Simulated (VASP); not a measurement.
# ZrAl3B3N (P4mm) in VASP: relaxation of cell and atoms with PBE

Aim: the relaxation of cell and atoms of ZrAl3B3N with PBE.

All numbers are computed with VASP 6.6.1; they aren't measurements. Logs are shortened: lines on timing, memory, paths and dates and some standing lists are left out, and cuts for length are marked.

**1. The cell of the first run**

Symmetry: P4mm, No. 99, tetragonal system. The conventional cell has a = 4.854 Å, b = 4.854 Å, c = 4.747 Å, α = 90.00°, β = 90.00°, γ = 90.00°. Within 2.4 Å of Zr (site symmetry 4mm) lie 1 B at 1.84 Å. Within 3.2 Å of Al (site symmetry 2mm) lie 4 B at 2.26 to 2.48 Å and 2 N at 2.44 Å and 2 Zr at 3.02 Å and 2 Al at 3.17 Å. Within 2.5 Å of Al (site symmetry 4mm) lie 1 N at 1.78 Å and 4 B at 2.47 Å. Within 3.0 Å of B (site symmetry 2mm) lie 4 Al at 2.26 to 2.48 Å and 2 Zr at 2.52 Å. B (site symmetry 4mm) has 1 Zr at 1.84 Å and 4 Al at 2.43 Å within 2.5 Å. N (site symmetry 4mm) has 5 Al at 1.78 to 2.44 Å within 2.5 Å.

The cell was generated, and may not be a known phase.

**2. Relaxation of cell and atoms, PBE**

File INCAR:

```
  PREC = Accurate
  ENCUT = 600
  EDIFF = 1E-6
  ISMEAR = 0
  SIGMA = 0.15
  LREAL = F
  LASPH = T
  NELM = 80
  ALGO = Normal
  ISIF = 3
  LWAVE = F
  LCHARG = F
  GGA = PE
  IBRION = 2
  NSW = 36
  EDIFFG = -0.08
```

File KPOINTS:

```
regular mesh
0
Gamma
  3 3 3
```

File POSCAR:

```
ZrAl3B3N
1.0
    4.8543223100      0.0000000000      0.0000000000
    0.0000000000      4.8543223100      0.0000000000
    0.0000000000      0.0000000000      4.7474025100
Zr Al B N
1 3 3 1
Direct
    0.0000000000      0.0000000000      0.6718739200
    0.0000000000      0.5000000000      0.0487874900
    0.5000000000      0.0000000000      0.0487874900
    0.5000000000      0.5000000000      0.6207170200
    0.0000000000      0.5000000000      0.5254455800
    0.5000000000      0.0000000000      0.5254455800
    0.0000000000      0.0000000000      0.0587781600
    0.5000000000      0.5000000000      0.9948991200
```

Potentials or basis: VASP PAW PBE potentials, release 64 (Zr_sv, Al, B, N).

Run with:

```console
$ cat potpaw_PBE.64/Zr_sv/POTCAR potpaw_PBE.64/Al/POTCAR potpaw_PBE.64/B/POTCAR potpaw_PBE.64/N/POTCAR > POTCAR
$ mpirun -np 1 vasp_std > vasp.out
```

OUTCAR:

```text
PREC = Accurate
   ENCUT = 600
   EDIFF = 1E-6
   ISMEAR = 0
   LREAL = F
   LASPH = T
   NELM = 80
   ISIF = 3
   GGA = PE
   IBRION = 2
   NSW = 36
   EDIFFG = -0.08

 ion  position               nearest neighbor table
   1  0.000  0.000  0.672-   7 1.84   6 2.52   5 2.52   5 2.52   6 2.52   7 2.91   2 3.02   2 3.02
                             3 3.02   3 3.02   4 3.44   4 3.44   4 3.44   4 3.44
   2  0.000  0.500  0.049-   5 2.26   7 2.43   7 2.43   8 2.44   8 2.44   5 2.48   1 3.02   1 3.02
                             4 3.17   4 3.17
   3  0.500  0.000  0.049-   6 2.26   7 2.43   7 2.43   8 2.44   8 2.44   6 2.48   1 3.02   1 3.02
                             4 3.17   4 3.17
   4  0.500  0.500  0.621-   8 1.78   6 2.47   5 2.47   6 2.47   5 2.47   3 3.17   3 3.17   2 3.17
                             2 3.17   1 3.44   1 3.44   1 3.44   1 3.44
   5  0.000  0.500  0.525-   2 2.26   4 2.47   4 2.47   2 2.48   1 2.52   1 2.52
   6  0.500  0.000  0.525-   3 2.26   4 2.47   4 2.47   3 2.48   1 2.52   1 2.52
   7  0.000  0.000  0.059-   1 1.84   2 2.43   3 2.43   2 2.43   3 2.43   1 2.91
   8  0.500  0.500  0.995-   4 1.78   3 2.44   2 2.44   3 2.44   2 2.44

  LATTYP: Found a simple tetragonal cell.
 ALAT       =     4.8543223100
 C/A-ratio  =     0.9779743097

  Lattice vectors:

 A1 = (   4.8543223100,   0.0000000000,   0.0000000000)
 A2 = (   0.0000000000,   4.8543223100,   0.0000000000)
 A3 = (   0.0000000000,   0.0000000000,   4.7474025100)

Analysis of symmetry for initial positions (statically):
=====================================================================
 Subroutine PRICEL returns:
 Original cell was already a primitive cell.

 Routine SETGRP: Setting up the symmetry group for a
 simple tetragonal supercell.

 Subroutine GETGRP returns: Found  8 space group operations
 (whereof  8 operations were pure point group operations)
 out of a pool of 16 trial point group operations.

The static configuration has the point symmetry C_4v.

Analysis of symmetry for dynamics (positions and initial velocities):
=====================================================================
 Subroutine PRICEL returns:
 Original cell was already a primitive cell.

 Routine SETGRP: Setting up the symmetry group for a
 simple tetragonal supercell.

 Subroutine GETGRP returns: Found  8 space group operations
 (whereof  8 operations were pure point group operations)
 out of a pool of 16 trial point group operations.

The dynamic configuration has the point symmetry C_4v.

 Subroutine INISYM returns: Found  8 space group operations
 (whereof  8 operations are pure point group operations),
 and found     1 'primitive' translations

----------------------------------------------------------------------------------------

                                     Primitive cell

  volume of cell :     111.8699

  direct lattice vectors                    reciprocal lattice vectors
     4.854322310  0.000000000  0.000000000     0.206001978  0.000000000  0.000000000
     0.000000000  4.854322310  0.000000000     0.000000000  0.206001978  0.000000000
     0.000000000  0.000000000  4.747402510     0.000000000  0.000000000  0.210641503

  length of vectors
     4.854322310  4.854322310  4.747402510     0.206001978  0.206001978  0.210641503

  position of ions in fractional coordinates (direct lattice)
     0.000000000  0.000000000  0.671873920
     0.000000000  0.500000000  0.048787490
     0.500000000  0.000000000  0.048787490
     0.500000000  0.500000000  0.620717020
     0.000000000  0.500000000  0.525445580
     0.500000000  0.000000000  0.525445580
     0.000000000  0.000000000  0.058778160
     0.500000000  0.500000000  0.994899120

  ion indices of the primitive-cell ions
   primitive index   ion index
                 1           1
                 2           2
                 3           3
                 4           4
                 5           5
                 6           6
                 7           7
                 8           8

----------------------------------------------------------------------------------------

 KPOINTS: regular mesh

Automatic generation of k-mesh.
 Grid dimensions read from file:
 generate k-points for:    3    3    3

 Generating k-lattice:

  Cartesian coordinates                     Fractional coordinates (reciprocal lattice)
     0.068667326  0.000000000  0.000000000     0.333333333  0.000000000  0.000000000
     0.000000000  0.068667326  0.000000000     0.000000000  0.333333333  0.000000000
     0.000000000  0.000000000  0.070213834     0.000000000  0.000000000  0.333333333

  Length of vectors
     0.068667326  0.068667326  0.070213834

  Shift w.r.t. Gamma in fractional coordinates (k-lattice)
     0.000000000  0.000000000  0.000000000

 Subroutine IBZKPT returns following result:
 ===========================================

 Found      6 irreducible k-points:

 Following reciprocal coordinates:
            Coordinates               Weight
  0.000000  0.000000  0.000000      1.000000
  0.333333  0.000000  0.000000      4.000000
  0.333333  0.333333  0.000000      4.000000
  0.000000  0.000000  0.333333      2.000000
  0.333333  0.000000  0.333333      8.000000
  0.333333  0.333333  0.333333      8.000000
   k-points           NKPTS =      6   k-points in BZ     NKDIM =      6   number of bands    NBANDS=     22
   number of dos      NEDOS =    301   number of ions     NIONS =      8
   total plane-waves  NPLWV =  64000
   dimension x,y,z NGX =    40 NGY =   40 NGZ =   40
   dimension x,y,z NGXF=    80 NGYF=   80 NGZF=   80
   ions per type =               1   3   3   1
   NGX,Y,Z   is equivalent  to a cutoff of  13.70, 13.70, 14.01 a.u.
   NGXF,Y,Z  is equivalent  to a cutoff of  27.40, 27.40, 28.01 a.u.
 SYSTEM =  unknown system
   PREC   = accura    normal or accurate (medium, high low for compatibility)
   ISTART =      0    job   : 0-new  1-cont  2-samecut
   ICHARG =      2    charge: 1-file 2-atom 10-const
   ISPIN  =      1    spin polarized calculation?
   LNONCOLLINEAR =      F non collinear calculations
   LSORBIT =      F    spin-orbit coupling
   LASPH  =      T    aspherical Exc in radial PAW
   ENCUT  =  600.0 eV  44.10 Ry    6.64 a.u.   9.70  9.70  9.48*2*pi/ulx,y,z
   NELM   =     80;   NELMIN=  2; NELMDL= -5     # of ELM steps
   EDIFF  = 0.1E-05   stopping-criterion for ELM
   LREAL  =      F    real-space projection
   EDIFFG = -.8E-01   stopping-criterion for IOM
   NSW    =     36    number of steps for IOM
   IBRION =      2    ionic relax: 0-MD 1-quasi-New 2-CG
   NFREE  =      1    steps in history (QN), initial steepest desc. (CG)
   ISIF   =      3    stress and relaxation
   ISYM   =      2    0-nonsym 1-usesym 2-fastsym
   POTIM  = 0.5000    time-step for ionic-motion
   TEBEG  =    0.0;   TEEND  =   0.0 temperature during run
   PSTRESS=    0.0 pullay stress
   NELECT =      35.0000    total number of electrons
   NUPDOWN=      -1.0000    fix difference up-down
   EMIN   =  10.00;   EMAX   =-10.00  energy-range for DOS
   EFERMI =   0.00;   METHOD = LEGACY
   ISMEAR =     0;   SIGMA  =   0.15  broadening in eV -4-tet -1-fermi 0-gaus
   EFERMI_NEDOS =   21; number of points for ismear=-14 and -15
   IALGO  =     38    algorithm
   IMIX   =      4    mixing-type and parameters
     AMIX     =   0.40;   BMIX     =  1.00
     AMIX_MAG =   1.60;   BMIX_MAG =  1.00
  volume/ion in A,a.u.               =      13.98        94.37
  Fermi-wavevector in a.u.,A,eV,Ry     =   1.111373  2.100190 16.805229  1.235149
  Thomas-Fermi vector in A             =   2.247935
   LORBIT       =      0    0 simple, 1 ext, 2 COOP (PROOUT), +10 PAW based schemes
   GGA     = PE    functional components
   LHFCALC =     F    Hartree Fock is set to
   AEXX    =    0.0000 exact exchange contribution
   IVDW    =     0    specifies the selected vdW correction
   LEPSILON=     F    determine dielectric tensor
   LRPA    =     F    only Hartree local field effects (RPA)
 conjugate gradient relaxation of ions
 non-spin polarized calculation
 Gauss-broadening in eV      SIGMA  =   0.15
  energy-cutoff  :      600.00
  volume of cell :      111.87
 maximum number of plane-waves:      3743
 NGX is ok and might be reduce to    40
   NGX = 19   NGY = 19   NGZ = 19

--------------------------------------- Ionic step        1  -------------------------------------------

 number of electron      35.0000000 magnetization

 Free energy of the ion-electron system (eV)
  ---------------------------------------------------
  ext. energy  EPLUGINS =         0.00000000
  ---------------------------------------------------
  free energy    TOTEN  =       -43.62188116 eV

  energy without entropy =      -43.56177519  energy(sigma->0) =      -43.59182818

------------------------ aborting loop because EDIFF is reached ----------------------------------------

  FORCE on cell =-STRESS in cart. coord.  units (eV):
  Direction    XX          YY          ZZ          XY          YZ          ZX
  --------------------------------------------------------------------------------------
  -------------------------------------------------------------------------------------
  Total      -11.7679777    -11.7679777      8.1795227      0.0000000     -0.0000000      0.0000000
  in kB     -168.5385092   -168.5385092    117.1454089      0.0000000     -0.0000000      0.0000000
  external PRESSURE =     -73.3105365 kB  Pullay stress =       0.0000000 kB
[... 107 lines left out ...]
  FREE ENERGIE OF THE ION-ELECTRON SYSTEM (eV)
  ---------------------------------------------------
  free  energy   TOTEN  =       -46.5284936253 eV

  energy  without entropy=      -46.5002745006  energy(sigma->0) =      -46.51438406

[... ionic steps 4 to 12 ...]

--------------------------------------- Ionic step       13  -------------------------------------------

 number of electron      35.0000000 magnetization

------------------------ aborting loop because EDIFF is reached ----------------------------------------

  FORCE on cell =-STRESS in cart. coord.  units (eV):
  Direction    XX          YY          ZZ          XY          YZ          ZX
  --------------------------------------------------------------------------------------
  -------------------------------------------------------------------------------------
  Total        0.1323052      0.1323052      0.3574364      0.0000000     -0.0000000      0.0000000
  in kB        2.2286651      2.2286651      6.0209712      0.0000000     -0.0000000      0.0000000
  external PRESSURE =       3.4927672 kB  Pullay stress =       0.0000000 kB
[... 69 lines left out ...]
  energy  without entropy=      -47.1414176033  energy(sigma->0) =      -47.15066111

--------------------------------------- Ionic step       15  -------------------------------------------

 number of electron      35.0000000 magnetization

 Free energy of the ion-electron system (eV)
  ---------------------------------------------------
  ext. energy  EPLUGINS =         0.00000000
  ---------------------------------------------------
  free energy    TOTEN  =       -47.16157671 eV

  energy without entropy =      -47.14258145  energy(sigma->0) =      -47.15207908

 E-fermi :   7.4360     XC(G=0): -11.1225

 val. band max:        7.2520422889   @ k =   0.3333   0.3333   0.0000
 cond. band min:       7.4583201325   @ k =   0.0000   0.0000   0.3333
 fundamental gap:      0.2062778436
 Fermi energy:         7.4359843402

 k-point     1 :       0.0000    0.0000    0.0000
  band No.  band energies     occupation
      1     -40.3629      2.00000
      2     -18.6068      2.00000
      3     -18.6068      2.00000
      4     -18.5749      2.00000
      5      -6.2326      2.00000
      6      -1.6442      2.00000
[... 174 lines left out ...]
  FREE ENERGIE OF THE ION-ELECTRON SYSTEM (eV)
  ---------------------------------------------------
  free  energy   TOTEN  =       -47.1615767116 eV

  energy  without entropy=      -47.1425814523  energy(sigma->0) =      -47.15207908

 reached required accuracy - stopping structural energy minimisation
```

It took 2.2 min on 1 thread of Intel Xeon 6975P-C (Granite Rapids), shared host; peak memory 0.25 GiB.

Results:

```
Free energy                           : -47.1616 eV
Relaxed volume                        : 11.97 Å³/atom
Relaxed cell                          : a = 4.534 Å, b = 4.534 Å, c = 4.658 Å, α = 90.00°, β = 90.00°, γ = 90.00°
Space group after relaxing (to 0.1 Å) : P4mm (No. 99)
Energy gained by relaxing             : 442.5 meV/atom
Ionic steps                           : 15
Pressure after relaxing               : -0.3 GPa
Largest force after relaxing          : 0.065 eV/Å
Band gap on the k mesh                : zero (an odd number of electrons rules out a gap without spin polarisation)
```

Forces on the atoms (eV/Å):
```
Zr   0.000  0.000 -0.029
Al   0.000  0.000  0.022
Al   0.000  0.000  0.022
Al   0.000  0.000  0.065
B    0.000  0.000 -0.047
B    0.000  0.000 -0.047
B    0.000  0.000 -0.031
N    0.000  0.000  0.046
```

Step by step:
```csv
step,energy change (eV),largest force (eV/Å),pressure (GPa),volume (Å³)
1,0.0000,9.6111,-7.33,111.87
2,-2.7197,2.6646,-5.38,101.32
3,-2.9066,1.0027,-10.30,104.51
4,-2.9152,1.2179,-9.79,104.06
5,-3.1663,1.7075,6.29,92.37
6,-3.2239,1.5461,0.73,95.66
7,-3.3439,0.8955,0.96,95.27
8,-3.3996,1.2008,1.74,94.73
9,-3.4704,0.9133,-0.73,95.98
10,-3.4843,0.7318,-2.35,96.87
11,-3.5277,0.2019,0.26,95.06
12,-3.5278,0.2308,0.40,94.97
13,-3.5349,0.1379,0.35,95.11
14,-3.5380,0.1081,0.31,95.29
15,-3.5397,0.0649,-0.29,95.75
```

Final structure:
```cif
data_structure
_symmetry_space_group_name_H-M 'P 1'
_symmetry_Int_Tables_number 1
_cell_length_a 4.5337
_cell_length_b 4.5337
_cell_length_c 4.6581
_cell_angle_alpha 90.000
_cell_angle_beta 90.000
_cell_angle_gamma 90.000
_cell_volume 95.75
loop_
_atom_site_label
_atom_site_type_symbol
_atom_site_fract_x
_atom_site_fract_y
_atom_site_fract_z
_atom_site_occupancy
Zr1 Zr 0.00000 0.00000 0.55283 1
Al1 Al 0.00000 0.50000 0.06015 1
Al2 Al 0.50000 0.00000 0.06015 1
Al3 Al 0.50000 0.50000 0.62124 1
B1 B 0.00000 0.50000 0.55496 1
B2 B 0.50000 0.00000 0.55496 1
B3 B 0.00000 0.00000 0.05547 1
N1 N 0.50000 0.50000 0.03499 1
```

Caveat: the k points lie up to 0.46 Å⁻¹ apart in the final cell, too coarse for converged energies and pressures of a metal; an odd number of electrons without spin polarisation forces a metal; a magnetic or distorted state may lie lower; the relaxation stopped at a loose force limit of 0.08 eV/Å, so its end isn't a converged minimum.

The gap in the log of VASP goes by the Fermi energy; the results here count the filled bands.